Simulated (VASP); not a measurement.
Here is a VASP 6.6.1 calculation.

The input POSCAR:

```
LiF
1.0
    0.0000000000      2.0078527600      2.0078527600
    2.0078527600      0.0000000000      2.0078527600
    2.0078527600      2.0078527600      0.0000000000
Li F
1 1
Direct
    0.0000000000      0.0000000000      0.0000000000
    0.5000000000      0.5000000000      0.5000000000
```

Contents of INCAR.step1:

```
SYSTEM = LiF
PREC = Accurate
ENCUT = 520
ISMEAR = -1
SIGMA = 0.02
LREAL = .FALSE.
LASPH = .TRUE.
NELM = 60
GGA = PE
ALGO = Normal
EDIFF = 1E-4
LWAVE = .TRUE.
LCHARG = .FALSE.
```

INCAR.step2

```
SYSTEM = LiF
PREC = Accurate
ENCUT = 520
EDIFF = 1E-6
ISMEAR = -1
SIGMA = 0.02
LREAL = .FALSE.
LASPH = .TRUE.
NELM = 60
ALGO = Normal
ISIF = 2
LWAVE = .FALSE.
LCHARG = .FALSE.
METAGGA = R2SCAN
LMIXTAU = .TRUE.
IBRION = 2
NSW = 50
EDIFFG = -0.01
ISTART = 1
```

File KPOINTS:

```
Automatic mesh
0
G
  12 12 12
  0 0 0
```

Potentials or basis: VASP PAW PBE potentials, release 64 (Li_sv, F).

Launch:

```console
$ cat potpaw_PBE.64/Li_sv/POTCAR potpaw_PBE.64/F/POTCAR > POTCAR
$ cp INCAR.step1 INCAR
$ mpirun -np 1 vasp_std > vasp.out
$ cp INCAR.step2 INCAR
$ mpirun -np 1 vasp_std > vasp.out
```

Q: Predict the band gap on the k mesh.

A: 10.37 eV.

Final structure:
```xyz
2
Lattice="0.0000 2.0079 2.0079 2.0079 0.0000 2.0079 2.0079 2.0079 0.0000" Properties=species:S:1:pos:R:3 pbc="T T T"
Li    0.0000    0.0000    0.0000
F     2.0079    2.0079    2.0079
```

Caveat: the relaxation stopped at its first step, so nothing moved; the PAW data sets were made with another functional, which shifts forces and pressure a little. r2SCAN opens gaps a little over a GGA but as a rule still falls short of measured ones.
